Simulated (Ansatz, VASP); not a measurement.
**SiC: VASP beside Ansatz**

```
Si C
1.0
     0.00000    2.18986    2.18986
     2.18986    0.00000    2.18986
     2.18986    2.18986    0.00000
Si C
1 1
Direct
  0.00000 0.00000 0.00000
  0.25000 0.25000 0.25000
```

Alike in both runs: functional PBE; k mesh 10 × 10 × 10; occupations gaussian, width 0.02 eV; no spin polarisation.

Ansatz relaxed the structure, and its values are those at the end. VASP's run is a single point on that final structure, the one shown.

|  | VASP | Ansatz |
| --- | --- | --- |
| version | VASP 6.6.1 | Ansatz 0.2.0 |
| potentials or method | VASP PAW PBE potentials, release 64 (Si, C), cutoff 600 eV | scalar-relativistic, plane waves, PAW |
| valence electrons in the cell | 8 | 8 |

Ansatz gave:

- gap on the k mesh at the Fermi level (eV): 1.37
- least direct gap on the mesh (eV): 4.53
- pressure (GPa): 0.0

What did VASP give for the same quantities?

gap on the k mesh at the Fermi level (eV): 1.37; least direct gap on the mesh (eV): 4.53; pressure (GPa): -0.2.
